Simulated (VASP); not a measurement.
Write the native input for VASP 6.6.1 that does the following.

- Task: single point
- Functional: PBE
- Potentials or basis: VASP PAW PBE potentials, release 64 (Cu, O)
- Cutoff: 600 eV
- k mesh: 6 × 6 × 4, shifted
- Occupations: gaussian, width 0.0337 eV
- Spin: collinear spin
- Starting moments: [0.15, 0.15, 0.09, 0.09] μB
- Hubbard terms: Cu d U = 2.74 eV
- Dipole correction: no
- Further INCAR settings: ALGO = Normal; EDIFF = 1e-06; NBANDS = 29

The structure of CuO lies in POSCAR:

```
CuO
1.0
    2.0932558100      2.0932558100      0.0000000000
   -2.0932558100      2.0932558100      0.0000000000
    0.0000000000      0.0000000000      4.1865116200
Cu O
2 2
Direct
    0.0000000000      0.0000000000      0.0000000000
    0.5000000000      0.5000000000      0.5000000000
    0.0000000000      0.0000000000      0.5000000000
    0.5000000000      0.5000000000      0.0000000000
```

The input as run:

INCAR

```
SYSTEM = CuO
PREC     = Accurate       ! precision mode
ENCUT    = 600            ! plane-wave cutoff, eV
EDIFF    = 1E-6           ! SCF threshold, eV
ISMEAR   = 0              ! smearing method
SIGMA    = 0.0337         ! smearing width, eV
LREAL    = .FALSE.        ! projectors in reciprocal space
LASPH    = .TRUE.         ! aspherical terms in the spheres
NELM     = 200            ! most SCF steps
ALGO     = Normal         ! electronic algorithm
ISIF     = 2              ! what is computed and relaxed
LWAVE    = .FALSE.        ! write WAVECAR
LCHARG   = .TRUE.         ! write CHGCAR
ISPIN    = 2              ! spin polarisation
MAGMOM   = 0.15 0.15 0.09 0.09 ! initial moments
LORBIT   = 11             ! projections on sites
LMAXMIX  = 4              ! l up to which the mixer works
LDAU     = .TRUE.         ! DFT+U
LDAUTYPE = 2            
LDAUL    = 2 -1           ! shell
LDAUU    = 2.74 0         ! U, eV
LDAUJ    = 0 0          
LDAUPRINT= 1            
GGA      = PE             ! functional
LELF     = .TRUE.         ! ELF
LVHAR    = .TRUE.       
NBANDS   = 29             ! bands
GGA_COMPAT= .FALSE.
```

KPOINTS

```
Automatic mesh
0
Gamma
  6 6 4
  0.5 0.5 0.5
```

Potentials or basis: VASP PAW PBE potentials, release 64 (Cu, O).

Command:

```console
$ cat potpaw_PBE.64/Cu/POTCAR potpaw_PBE.64/O/POTCAR > POTCAR
$ mpirun -np 1 vasp_std > vasp.out
```

It gave:

The pressure is 5.3 GPa. The net moment is 0.44 μB per cell, the site moments are Cu +0.14; O +0.07 μB and the valence electrons inside the program's atomic spheres are Cu 9.88; O 4.93.

Caveat: the k points lie up to 0.38 Å⁻¹ apart.

Wall time 59 s on 1 thread of Intel Xeon 8259CL, on a shared host, peak memory 0.18 GiB.
